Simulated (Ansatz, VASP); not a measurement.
## Ti3Al5: VASP beside Ansatz

```
Ti Al
1.0
     3.89538    0.00000    0.00000
     0.00000    3.89538    0.00000
     0.00000    0.00000    8.32602
Ti Al
3 5
Direct
  0.00000 0.00000 0.50000
  0.50000 0.50000 0.00000
  0.50000 0.50000 0.50000
  0.00000 0.50000 0.25049
  0.00000 0.50000 0.74951
  0.50000 0.00000 0.25049
  0.50000 0.00000 0.74951
  0.00000 0.00000 0.00000
```

Alike in both runs: task single point; functional PBEsol; k mesh 10 × 10 × 4; occupations gaussian, width 0.05 eV; no spin polarisation.

|  | VASP | Ansatz |
| --- | --- | --- |
| version | VASP 6.6.1 | Ansatz 0.2.0 |
| potentials or method | VASP PAW PBE potentials, release 64 (Ti_sv, Al), cutoff 520 eV | scalar-relativistic, plane waves, PAW |
| valence electrons in the cell | 51 | 51 |

Ansatz gave:

* gap on the k mesh at the Fermi level (eV): none
* pressure (GPa): -1.2
* traceless stress, the component that is largest in VASP (GPa): 0.11
* rms of the force components (eV/Å): 0.055

Q: Estimate VASP's values.

A: gap on the k mesh at the Fermi level (eV): none; pressure (GPa): -1.2; traceless stress, the component that is largest in VASP (GPa): 0.11; rms of the force components (eV/Å): 0.054.

VASP's potentials were made for PBE, not for PBEsol. Atom by atom the forces differ by 0.000 eV/Å (rms over components). A gap of «none» marks a metal or a gap that the smearing closes.
